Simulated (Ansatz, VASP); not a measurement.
# Two plane-wave programs on RbCl

```
Rb Cl
1.0
     4.73648    0.00000    0.00000
    -2.36824    4.10191    0.00000
     0.00000    0.00000   11.60195
Rb Cl
3 3
Cartesian
  0.0000 0.0000 0.0000
  0.0000 2.7346 3.8673
  2.3682 1.3673 7.7346
  2.3682 1.3673 1.9337
  0.0000 0.0000 5.8010
  0.0000 2.7346 9.6683
```

Alike in both runs: functional PBE; k mesh 6 × 6 × 2; occupations gaussian, width 0.02 eV; no spin polarisation.

Ansatz relaxed the structure, and its values are those at the end. VASP's run is a single point on that final structure, the one shown.

```csv
,VASP,Ansatz
version,VASP 6.6.1,Ansatz 0.2.0
potentials or method,"VASP PAW PBE potentials, release 64 (Rb_sv, Cl), cutoff 500 eV","scalar-relativistic, plane waves, PAW"
valence electrons in the cell,48,48
```

|  | VASP | Ansatz | Ansatz less VASP |
| --- | --- | --- | --- |
| gap on the k mesh at the Fermi level (eV) | 4.83 | 4.84 | +0.002 |
| least direct gap on the mesh (eV) | 4.83 | 4.84 | +0.002 |
| pressure (GPa) | 0.0 | 0.0 | +0.01 |
